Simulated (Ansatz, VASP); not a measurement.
## MgO in VASP and in Ansatz

File POSCAR:

```
MgO
1.0
    3.4841042127      0.0000000000     -0.0348410421
   -1.7420521064      3.0173227576      0.0174205211
   -0.0418568760      0.0000000000      4.1856875957
Mg O
2 2
Direct
    0.6666666667      0.3333333333      0.7500000000
    0.3333333333      0.6666666667      0.2500000000
    0.6666666667      0.3333333333      0.2500000000
    0.3333333333      0.6666666667      0.7500000000
```

INCAR.step1

```
SYSTEM = MgO
PREC     = Accurate       ! precision mode
ENCUT    = 520            ! plane-wave cutoff, eV
ISMEAR   = 0              ! smearing method
SIGMA    = 0.05           ! smearing width, eV
LREAL    = .FALSE.        ! projectors in reciprocal space
LASPH    = .TRUE.         ! aspherical terms in the spheres
NELM     = 100            ! most SCF steps
NBANDS   = 16             ! bands
GGA      = PE             ! functional
ALGO     = Normal         ! electronic algorithm
EDIFF    = 1E-4           ! SCF threshold, eV
LWAVE    = .TRUE.         ! write WAVECAR
LCHARG   = .FALSE.        ! write CHGCAR
```

The input INCAR.step2:

```
SYSTEM = MgO
PREC     = Accurate       ! precision mode
ENCUT    = 520            ! plane-wave cutoff, eV
EDIFF    = 1E-6           ! SCF threshold, eV
ISMEAR   = 0              ! smearing method
SIGMA    = 0.05           ! smearing width, eV
LREAL    = .FALSE.        ! projectors in reciprocal space
LASPH    = .TRUE.         ! aspherical terms in the spheres
NELM     = 100            ! most SCF steps
ALGO     = Normal         ! electronic algorithm
ISIF     = 2              ! what is computed and relaxed
LWAVE    = .FALSE.        ! write WAVECAR
LCHARG   = .FALSE.        ! write CHGCAR
METAGGA  = R2SCAN         ! meta-GGA
LMIXTAU  = .TRUE.       
NBANDS   = 16             ! bands
ISTART   = 1
```

File KPOINTS:

```
Automatic mesh
0
G
  6 6 6
  0 0 0
```

Input for Ansatz:

```yaml
crystal:
  lattice:
    - [3.4841042127, 0.0, -0.0348410421]
    - [-1.7420521064, 3.0173227576, 0.0174205211]
    - [-0.041856876, 0.0, 4.1856875957]
  atoms:
    - { symbol: Mg, position: [0.6666666667, 0.3333333333, 0.75] }
    - { symbol: Mg, position: [0.3333333333, 0.6666666667, 0.25] }
    - { symbol: O, position: [0.6666666667, 0.3333333333, 0.25] }
    - { symbol: O, position: [0.3333333333, 0.6666666667, 0.75] }
basis:
  ecutwfc: 500
kpoints:
  mp_grid: { grid: [6, 6, 6] }
hamiltonian:
  xc: r2scan
scf:
  occupations: { method: gaussian, width: 0.05 }
output:
  forces: true
  stress: true
  eigenvalues: true
```

Change from the starting cell: strain -0.0200 x Voigt [0, 0, 0, 0, 1, 0], atoms carried along.

Alike in both runs: task single point; functional r2SCAN; k mesh 6 × 6 × 6; occupations gaussian, width 0.05 eV; no spin polarisation.

|  | VASP | Ansatz |
| --- | --- | --- |
| version | VASP 6.6.1 | Ansatz 0.2.0 |
| potentials or method | VASP PAW PBE potentials, release 64 (Mg, O), cutoff 520 eV | scalar-relativistic, plane waves, PAW |
| valence electrons in the cell | 16 | 32 |

|  | VASP | Ansatz | Ansatz less VASP |
| --- | --- | --- | --- |
| gap on the k mesh at the Fermi level (eV) | 4.07 | 4.08 | +0.014 |
| least direct gap on the mesh (eV) | 4.07 | 4.08 | +0.014 |
| pressure (GPa) | -0.8 | 0.0 | +0.80 |
| traceless stress, the component that is largest in VASP (GPa) | 2.45 | 2.44 | -0.016 |

VASP's potentials were made for PBE, not for r2SCAN. VASP's potentials hold 16 valence electrons a cell and Ansatz's 32, so a difference there can come from the potentials and not from the codes.
